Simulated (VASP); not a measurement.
Pt, 1 atom in the cell. It takes space group R-3m (No. 166, trigonal). The conventional cell has a = 2.744 Å, b = 2.744 Å, c = 6.869 Å, α = 90.00°, β = 90.00°, γ = 120.00°. Within 3.6 Å of Pt (site symmetry -3m) lie 12 Pt at 2.74 to 2.78 Å. 

| Property | Result |
| --- | --- |
| Program | VASP 6.6.1 |
| Task | single point |
| Functional | PBEsol |
| Potentials or basis | VASP PAW PBE potentials, release 64 (Pt) |
| Cutoff | 520 eV |
| k mesh | 15 × 15 × 15 |
| Occupations | gaussian, width 0.1 eV |
| Spin | no spin polarisation |
| Dipole correction | no |
| Further INCAR settings | ALGO = Normal; EDIFF = 1e-07; NBANDS = 11 |

Potentials or basis: VASP PAW PBE potentials, release 64 (Pt).

Launch:

```sh
$ cat potpaw_PBE.64/Pt/POTCAR > POTCAR
$ mpirun -np 1 vasp_std > vasp.out
```

Hardware: 1 thread of AMD EPYC 9R45 96-Core Processor (Zen 5), on a shared host.

Question: How long does it take, and how much memory?

Answer: It took 28 s on 1 thread of AMD EPYC 9R45 96-Core Processor (Zen 5) (shared host), peak memory 0.15 GiB. Counts: scf iterations 12, k points 344.
